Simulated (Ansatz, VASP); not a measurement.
# Two plane-wave programs on CdF2

INCAR

```
  ALGO = Normal
  EDIFF = 1E-6
  ENCUT = 520
  GGA = PE
  ISIF = 2
  ISMEAR = 0
  LASPH = T
  LCHARG = F
  LREAL = F
  LWAVE = F
  NBANDS = 20
  NELM = 60
  PREC = Accurate
  SIGMA = 0.05
```

Contents of KPOINTS:

```
k-points
0
Gamma
  8 8 8
```

Contents of POSCAR:

```
CdF2
1.0
    0.0000000000      2.7748200000      2.7344100000
    2.7748200000      0.0000000000      2.7344100000
    2.7748200000      2.7748200000      0.0000000000
Cd F
1 2
Direct
    0.0000000000      0.0000000000      0.0000000000
    0.2500000000      0.2500000000      0.2500000000
    0.7500000000      0.7500000000      0.7500000000
```

Input for Ansatz:

```yaml
crystal:
  lattice:
    - [0.0, 2.77482, 2.73441]
    - [2.77482, 0.0, 2.73441]
    - [2.77482, 2.77482, 0.0]
  atoms:
    - { symbol: Cd, position: [0.0, 0.0, 0.0] }
    - { symbol: F, position: [0.25, 0.25, 0.25] }
    - { symbol: F, position: [0.75, 0.75, 0.75] }
basis:
  ecutwfc: 420
kpoints:
  mp_grid: { grid: [8, 8, 8] }
hamiltonian:
  xc: pbe
scf:
  occupations: { method: gaussian, width: 0.05 }
output:
  forces: true
  stress: true
  eigenvalues: true
```

Change from the starting cell: strain +0.030 along x and y, +0.015 along z, atoms carried along.

Alike in both runs: task single point; functional PBE; k mesh 8 × 8 × 8; occupations gaussian, width 0.05 eV; no spin polarisation.

|  | VASP | Ansatz |
| --- | --- | --- |
| version | VASP 6.6.1 | Ansatz 0.2.0 |
| potentials or method | VASP PAW PBE potentials, release 64 (Cd, F), cutoff 520 eV | scalar-relativistic, plane waves, PAW |
| valence electrons in the cell | 26 | 34 |

```tsv
	VASP	Ansatz	Ansatz less VASP
gap on the k mesh at the Fermi level (eV)	2.79	2.82	+0.029
least direct gap on the mesh (eV)	3.37	3.40	+0.028
pressure (GPa)	-1.5	-2.0	-0.46
traceless stress, the component that is largest in VASP (GPa)	1.00	1.02	+0.015
```

With one functional, cell and mesh, what is left measures potentials, basis and numerics. VASP's potentials hold 26 valence electrons a cell and Ansatz's 34, so a difference there can come from the potentials and not from the codes.
